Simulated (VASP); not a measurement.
Write the native input for VASP 6.6.1 that does the following.

* Task: density of states
* Functional: LDA
* Potentials or basis: VASP PAW LDA potentials, release 64 (Sc_sv)
* Cutoff: 520 eV
* k mesh: 15 × 15 × 8
* Occupations: fermi-dirac, width 0.05 eV
* Spin: no spin polarisation
* Dipole correction: no
* k mesh for the DOS: 23 × 23 × 12
* Occupations for the DOS: tetrahedron
* Further INCAR settings: ALGO = Normal; EDIFF = 1e-06; NBANDS = 18

Crystal: Sc.

```xyz
2
Lattice="3.2301 0.0000 0.0000 -1.6151 2.7974 0.0000 0.0000 0.0000 4.9886" Properties=species:S:1:pos:R:3 pbc="T T T"
Sc    0.0000    1.8649    1.2472
Sc    1.6151    0.9325    3.7415
```

The input as run:

POSCAR

```
Sc
1.0
    3.2301149627      0.0000000000      0.0000000000
   -1.6150574814      2.7973616149      0.0000000000
    0.0000000000      0.0000000000      4.9886422276
Sc
2
Direct
    0.3333333333      0.6666666667      0.2500000000
    0.6666666667      0.3333333333      0.7500000000
```

INCAR.step1

```
SYSTEM = Sc
PREC = Accurate ; ENCUT = 520
EDIFF = 1E-6 ; ISMEAR = -1
SIGMA = 0.05 ; LREAL = .FALSE.
LASPH = .TRUE. ; NELM = 60
ALGO = Normal ; ISIF = 2
LWAVE = .FALSE. ; LCHARG = .TRUE.
LMAXMIX = 4 ; GGA = CA
NBANDS = 18
```

KPOINTS.step1

```
Automatic mesh
0
G
  15 15 8
  0 0 0
```

INCAR.step2

```
SYSTEM = Sc
PREC = Accurate ; ENCUT = 520
EDIFF = 1E-6 ; ISMEAR = -5
SIGMA = 0.05 ; LREAL = .FALSE.
LASPH = .TRUE. ; NELM = 60
ALGO = Normal ; ISIF = 2
LWAVE = .FALSE. ; LCHARG = .FALSE.
LMAXMIX = 4 ; GGA = CA
LORBIT = 10 ; NBANDS = 18
NEDOS = 1001 ; ICHARG = 11
```

KPOINTS.step2

```
Automatic mesh
0
G
  23 23 12
  0 0 0
```

Potentials or basis: VASP PAW LDA potentials, release 64 (Sc_sv).

Command:

```sh
$ cat potpaw_LDA.64/Sc_sv/POTCAR > POTCAR
$ cp INCAR.step1 INCAR
$ cp KPOINTS.step1 KPOINTS
$ mpirun -np 1 vasp_std > vasp.out
$ cp INCAR.step2 INCAR
$ cp KPOINTS.step2 KPOINTS
$ mpirun -np 1 vasp_std > vasp.out
```

Results of the run:

```json
{"Valence electrons inside the program's atomic spheres": "Sc 9.50"}
```

Wall time 100 s on 1 thread of Intel(R) Xeon(R) 6975P-C (Granite Rapids) (shared host), peak memory 0.36 GiB.
